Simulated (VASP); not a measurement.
# TlSb2As (Cmcm) in VASP: single point with r2SCAN+rVV10

Aim: the single point of TlSb2As with r2SCAN+rVV10.

Everything below comes from runs of VASP 6.6.1. Logs are shortened: lines on timing, memory, paths and dates and some standing lists are left out, and cuts for length are marked.

**1. The cell of the first run**

The structure is orthorhombic, space group Cmcm (No. 63). Conventional cell: a = 5.330 Å, b = 15.323 Å, c = 5.767 Å, α = 90.00°, β = 90.00°, γ = 90.00°. Within 4.3 Å of Tl (site symmetry m2m) lie 10 Sb at 3.19 to 4.05 Å and 5 As at 3.24 to 4.28 Å and 2 Tl at 3.97 Å. Within 3.5 Å of Sb (site symmetry m2m) lie 1 As at 2.67 Å and 2 Sb at 2.99 Å and 2 Tl at 3.19 Å. Within 3.8 Å of Sb (site symmetry m2m) lie 4 As at 2.85 to 2.93 Å and 2 Tl at 3.48 Å. As (site symmetry m2m) has 5 Sb at 2.67 to 2.93 Å and 1 Tl at 3.24 Å within 3.5 Å.

**2. Single point, r2SCAN+rVV10**

Contents of POSCAR:

```
TlSb2As
1.0
    2.6651330606     -7.6614492934      0.0000000000
    2.6651330606      7.6614492934      0.0000000000
    0.0000000000      0.0000000000      5.7669661455
Tl Sb As
2 4 2
Direct
    0.5890340479      0.4109659521      0.2500000000
    0.4109659521      0.5890340479      0.7500000000
    0.9745973843      0.0254026157      0.2500000000
    0.0254026157      0.9745973843      0.7500000000
    0.2345918622      0.7654081378      0.2500000000
    0.7654081378      0.2345918622      0.7500000000
    0.8001925769      0.1998074231      0.2500000000
    0.1998074231      0.8001925769      0.7500000000
```

Contents of INCAR.step1:

```
PREC = Accurate
ENCUT = 520
ISMEAR = -1
SIGMA = 0.03
LREAL = F
LASPH = T
NELM = 100
NBANDS = 38
GGA = PE
ALGO = Normal
EDIFF = 1E-4
LWAVE = T
LCHARG = F
```

Contents of INCAR.step2:

```
PREC = Accurate
ENCUT = 520
EDIFF = 1E-6
ISMEAR = -1
SIGMA = 0.03
LREAL = F
LASPH = T
NELM = 100
ALGO = Normal
ISIF = 2
LWAVE = F
LCHARG = F
METAGGA = R2SCAN
LMIXTAU = T
LUSE_VDW = T
IVDW_NL = 2
BPARAM = 11.95
CPARAM = 0.0093
NBANDS = 38
ISTART = 1
```

Contents of KPOINTS:

```
regular mesh
0
Gamma
  6 6 6
```

Potentials or basis: VASP PAW PBE potentials, release 64 (Tl_d, Sb, As).

Launch:

```sh
cat potpaw_PBE.64/Tl_d/POTCAR potpaw_PBE.64/Sb/POTCAR potpaw_PBE.64/As/POTCAR > POTCAR
cp INCAR.step1 INCAR
mpirun -np 1 vasp_std > vasp.out
cp INCAR.step2 INCAR
mpirun -np 1 vasp_std > vasp.out
```

OUTCAR:

```text
PREC = Accurate
   ENCUT = 520
   EDIFF = 1E-6
   ISMEAR = -1
   LREAL = F
   LASPH = T
   NELM = 100
   ISIF = 2
   METAGGA = R2SCAN
   IVDW_NL = 2
   BPARAM = 11.95
   ISTART = 1

 ion  position               nearest neighbor table
   1  0.589  0.411  0.250-   3 3.19   3 3.19   7 3.24   5 3.48   5 3.48   6 3.95   6 3.95   2 3.97
                             2 3.97
   2  0.411  0.589  0.750-   4 3.19   4 3.19   8 3.24   6 3.48   6 3.48   5 3.95   5 3.95   1 3.97
                             1 3.97
   3  0.975  0.025  0.250-   7 2.67   4 2.99   4 2.99   1 3.19   1 3.19
   4  0.025  0.975  0.750-   8 2.67   3 2.99   3 2.99   2 3.19   2 3.19
   5  0.235  0.765  0.250-   7 2.85   7 2.85   8 2.93   8 2.93   1 3.48   1 3.48   2 3.95   2 3.95

   6  0.765  0.235  0.750-   8 2.85   8 2.85   7 2.93   7 2.93   2 3.48   2 3.48   1 3.95   1 3.95

   7  0.800  0.200  0.250-   3 2.67   5 2.85   5 2.85   6 2.93   6 2.93   1 3.24
   8  0.200  0.800  0.750-   4 2.67   6 2.85   6 2.85   5 2.93   5 2.93   2 3.24

  LATTYP: Found a base centered orthorhombic cell.
 ALAT       =     5.3302661212
 B/A-ratio  =     2.8746967297
 C/A-ratio  =     1.0819283717

  Lattice vectors:

 A1 = (   2.6651330606,  -7.6614492934,   0.0000000000)
 A2 = (   2.6651330606,   7.6614492934,   0.0000000000)
 A3 = (   0.0000000000,   0.0000000000,   5.7669661455)

Analysis of symmetry for initial positions (statically):
=====================================================================
 Subroutine PRICEL returns:
 Original cell was already a primitive cell.

 Routine SETGRP: Setting up the symmetry group for a
 base centered orthorhombic supercell.

 Subroutine GETGRP returns: Found  8 space group operations
 (whereof  4 operations were pure point group operations)
 out of a pool of  8 trial point group operations.

The static configuration has the point symmetry C_2h.
 The point group associated with its full space group is D_2h.

Analysis of symmetry for dynamics (positions and initial velocities):
=====================================================================
 Subroutine PRICEL returns:
 Original cell was already a primitive cell.

 Routine SETGRP: Setting up the symmetry group for a
 base centered orthorhombic supercell.

 Subroutine GETGRP returns: Found  8 space group operations
 (whereof  4 operations were pure point group operations)
 out of a pool of  8 trial point group operations.

The dynamic configuration has the point symmetry C_2h.
 The point group associated with its full space group is D_2h.

 Subroutine INISYM returns: Found  8 space group operations
 (whereof  4 operations are pure point group operations),
 and found     1 'primitive' translations

----------------------------------------------------------------------------------------

                                     Primitive cell

  volume of cell :     235.5088

  direct lattice vectors                    reciprocal lattice vectors
     2.665133061 -7.661449293  0.000000000     0.187607894 -0.065261804  0.000000000
     2.665133061  7.661449293  0.000000000     0.187607894  0.065261804  0.000000000
     0.000000000  0.000000000  5.766966145     0.000000000  0.000000000  0.173401399

  length of vectors
     8.111765499  8.111765499  5.766966145     0.198634903  0.198634903  0.173401399

  position of ions in fractional coordinates (direct lattice)
     0.589034048  0.410965952  0.250000000
     0.410965952  0.589034048  0.750000000
     0.974597384  0.025402616  0.250000000
     0.025402616  0.974597384  0.750000000
     0.234591862  0.765408138  0.250000000
     0.765408138  0.234591862  0.750000000
     0.800192577  0.199807423  0.250000000
     0.199807423  0.800192577  0.750000000

  ion indices of the primitive-cell ions
   primitive index   ion index
                 1           1
                 2           2
                 3           3
                 4           4
                 5           5
                 6           6
                 7           7
                 8           8

----------------------------------------------------------------------------------------

 KPOINTS: regular mesh

Automatic generation of k-mesh.
 Grid dimensions read from file:
 generate k-points for:    6    6    6

 Generating k-lattice:

  Cartesian coordinates                     Fractional coordinates (reciprocal lattice)
     0.031267982 -0.010876967  0.000000000     0.166666667  0.000000000  0.000000000
     0.031267982  0.010876967  0.000000000     0.000000000  0.166666667  0.000000000
     0.000000000  0.000000000  0.028900233     0.000000000  0.000000000  0.166666667

  Length of vectors
     0.033105817  0.033105817  0.028900233

  Shift w.r.t. Gamma in fractional coordinates (k-lattice)
     0.000000000  0.000000000  0.000000000

 Subroutine IBZKPT returns following result:
 ===========================================

 Found     52 irreducible k-points:

 Following reciprocal coordinates:
            Coordinates               Weight
  0.000000  0.000000  0.000000      1.000000
  0.166667 -0.000000  0.000000      4.000000
  0.333333 -0.000000  0.000000      4.000000
  0.500000  0.000000  0.000000      2.000000
  0.166667  0.166667  0.000000      2.000000
  0.333333  0.166667  0.000000      4.000000
[... 16 lines left out ...]
  0.333333  0.333333  0.166667      4.000000
  0.500000  0.333333  0.166667      8.000000
 [... further k-points ...]
   k-points           NKPTS =     52   k-points in BZ     NKDIM =     52   number of bands    NBANDS=     38
   number of dos      NEDOS =    301   number of ions     NIONS =      8
   total plane-waves  NPLWV = 172800
   dimension x,y,z NGX =    60 NGY =   60 NGZ =   48
   dimension x,y,z NGXF=   120 NGYF=  120 NGZF=   96
   ions per type =               2   4   2
   NGX,Y,Z   is equivalent  to a cutoff of  12.30, 12.30, 13.84 a.u.
   NGXF,Y,Z  is equivalent  to a cutoff of  24.59, 24.59, 27.67 a.u.
 SYSTEM =  unknown system
   PREC   = accura    normal or accurate (medium, high low for compatibility)
   ISTART =      1    job   : 0-new  1-cont  2-samecut
   ICHARG =      0    charge: 1-file 2-atom 10-const
   ISPIN  =      1    spin polarized calculation?
   LNONCOLLINEAR =      F non collinear calculations
   LSORBIT =      F    spin-orbit coupling
   LASPH  =      T    aspherical Exc in radial PAW
   ENCUT  =  520.0 eV  38.22 Ry    6.18 a.u.  15.08 15.08 10.72*2*pi/ulx,y,z
   NELM   =    100;   NELMIN=  2; NELMDL=  0     # of ELM steps
   EDIFF  = 0.1E-05   stopping-criterion for ELM
   LREAL  =      F    real-space projection
[... 7 lines left out ...]
   TEBEG  =    0.0;   TEEND  =   0.0 temperature during run
   PSTRESS=    0.0 pullay stress
   NELECT =      56.0000    total number of electrons
   NUPDOWN=      -1.0000    fix difference up-down
   EMIN   =  10.00;   EMAX   =-10.00  energy-range for DOS
   EFERMI =   0.00;   METHOD = LEGACY
   ISMEAR =    -1;   SIGMA  =   0.03  broadening in eV -4-tet -1-fermi 0-gaus
   EFERMI_NEDOS =   21; number of points for ismear=-14 and -15
   IALGO  =     38    algorithm
   IMIX   =      4    mixing-type and parameters
     AMIX     =   0.40;   BMIX     =  1.00
     AMIX_MAG =   1.60;   BMIX_MAG =  1.00
  volume/ion in A,a.u.               =      29.44       198.66
  Fermi-wavevector in a.u.,A,eV,Ry     =   1.014227  1.916611 13.995716  1.028656
  Thomas-Fermi vector in A             =   2.147442
   LORBIT       =      0    0 simple, 1 ext, 2 COOP (PROOUT), +10 PAW based schemes
   METAGGA = R2SCAN    functional components
   LHFCALC =     F    Hartree Fock is set to
   AEXX    =    0.0000 exact exchange contribution
   IVDW_NL    =     2    kernel type
   BPARAM     =11.9500
   IVDW    =     0    specifies the selected vdW correction
   LEPSILON=     F    determine dielectric tensor
   LRPA    =     F    only Hartree local field effects (RPA)
 non-spin polarized calculation
  energy-cutoff  :      520.00
  volume of cell :      235.51
 maximum number of plane-waves:      6368
   NGX = 31   NGY = 31   NGZ = 21

 number of electron      56.0000003 magnetization

 Free energy of the ion-electron system (eV)
  ---------------------------------------------------
  ext. energy  EPLUGINS =         0.00000000
  ---------------------------------------------------
  free energy    TOTEN  =      -235.72195459 eV

  energy without entropy =     -235.71256306  energy(sigma->0) =     -235.71725882

 E-fermi :   5.8094     XC(G=0):  -9.9828

 val. band max:        5.7950017504   @ k =   0.5000   0.5000   0.1667
 cond. band min:       5.8154098125   @ k =   0.5000   0.1667   0.1667
 fundamental gap:      0.0204080621
 Fermi energy:         5.8093513422

 k-point     1 :       0.0000    0.0000    0.0000
  band No.  band energies     occupation
      1      -7.7692      2.00000
      2      -6.2793      2.00000
      3      -6.1965      2.00000
      4      -6.1359      2.00000
      5      -6.1010      2.00000
      6      -6.1003      2.00000
[... 30 lines left out ...]
     37       9.8946      0.00000
     38      10.4986      0.00000

 k-point     2 :       0.1667   -0.0000    0.0000
  band No.  band energies     occupation
      1      -7.6440      2.00000
      2      -6.3052      2.00000
      3      -6.2150      2.00000
      4      -6.1344      2.00000
      5      -6.1099      2.00000
      6      -6.0966      2.00000
[... 30 lines left out ...]
     37       9.9787      0.00000
     38      10.2228      0.00000

 k-point     3 :       0.3333   -0.0000    0.0000
  band No.  band energies     occupation
      1      -7.2955      2.00000
      2      -6.4469      2.00000
      3      -6.2480      2.00000
      4      -6.1314      2.00000
      5      -6.1211      2.00000
      6      -6.0896      2.00000
[... 30 lines left out ...]
     37      10.2795      0.00000
[... 781 lines left out ...]
 k-point    23 :       0.3333    0.3333    0.1667
  band No.  band energies     occupation
      1      -7.0872      2.00000
      2      -6.5856      2.00000
      3      -6.1901      2.00000
      4      -6.1336      2.00000
      5      -6.1237      2.00000
      6      -6.1064      2.00000
[... 30 lines left out ...]
     37       9.6076      0.00000
     38      10.5187      0.00000

 k-point    24 :       0.5000    0.3333    0.1667
  band No.  band energies     occupation
      1      -7.4157      2.00000
      2      -6.5150      2.00000
      3      -6.1575      2.00000
      4      -6.1284      2.00000
      5      -6.1202      2.00000
      6      -6.1180      2.00000
[... 30 lines left out ...]
     37      10.1113      0.00000
     38      10.2606      0.00000

 [... further k-points ...]

------------------------ aborting loop because EDIFF is reached ----------------------------------------

  FORCE on cell =-STRESS in cart. coord.  units (eV):
  Direction    XX          YY          ZZ          XY          YZ          ZX
  --------------------------------------------------------------------------------------
  -------------------------------------------------------------------------------------
  Total        0.4840422      0.7023945      0.6081868      0.0000000      0.0000000      0.0000000
  in kB        3.2929610      4.7784212      4.1375224      0.0000000      0.0000000      0.0000000
  external PRESSURE =       4.0696349 kB  Pullay stress =       0.0000000 kB

 VOLUME and BASIS-vectors are now :
 -----------------------------------------------------------------------------
  energy-cutoff  :      520.00
  volume of cell :      235.51
      direct lattice vectors                 reciprocal lattice vectors
     2.665133061 -7.661449293  0.000000000     0.187607894 -0.065261804  0.000000000
     2.665133061  7.661449293  0.000000000     0.187607894  0.065261804  0.000000000
     0.000000000  0.000000000  5.766966145     0.000000000  0.000000000  0.173401399

 POSITION                                       TOTAL-FORCE (eV/Angst)
 -----------------------------------------------------------------------------------
      2.66513     -1.36426      1.44174         0.000000      0.056450     -0.000000
      2.66513      1.36426      4.32522         0.000000     -0.056450     -0.000000
      2.66513     -7.27221      1.44174         0.000000     -0.090041     -0.000000
      2.66513      7.27221      4.32522         0.000000      0.090041     -0.000000
      2.66513      4.06682      1.44174         0.000000      0.033194     -0.000000
      2.66513     -4.06682      4.32522         0.000000     -0.033194     -0.000000
      2.66513     -4.59982      1.44174         0.000000     -0.030195      0.000000
      2.66513      4.59982      4.32522         0.000000      0.030195      0.000000
 -----------------------------------------------------------------------------------
    total drift:                               -0.000000      0.000000      0.000000

  FREE ENERGIE OF THE ION-ELECTRON SYSTEM (eV)
  ---------------------------------------------------
  free  energy   TOTEN  =      -235.7219545872 eV

  energy  without entropy=     -235.7125630625  energy(sigma->0) =     -235.71725882
```

Wall time 69 min (1 thread of Intel Xeon 8259CL, shared host); peak memory 1.4 GiB.

What came out:

```yaml
Free_energy: -235.7220 eV
Pressure: 0.4 GPa
Largest_force: 0.090 eV/Å
Band_gap_on_the_k_mesh: zero (bands 28 and 29 overlap by 0.98 eV)
```

Forces in eV/Å, atoms in the order of the input:
```
Tl   0.000  0.056  0.000
Tl   0.000 -0.056  0.000
Sb   0.000 -0.090  0.000
Sb   0.000  0.090  0.000
Sb   0.000  0.033  0.000
Sb   0.000 -0.033  0.000
As   0.000 -0.030  0.000
As   0.000  0.030  0.000
```

Caveat: the PAW data sets were made with another functional, which shifts forces and pressure a little; spin-orbit coupling is left out, which moves the levels of the heavy elements.

The gap in the log of VASP goes by the Fermi energy; the results here count the filled bands.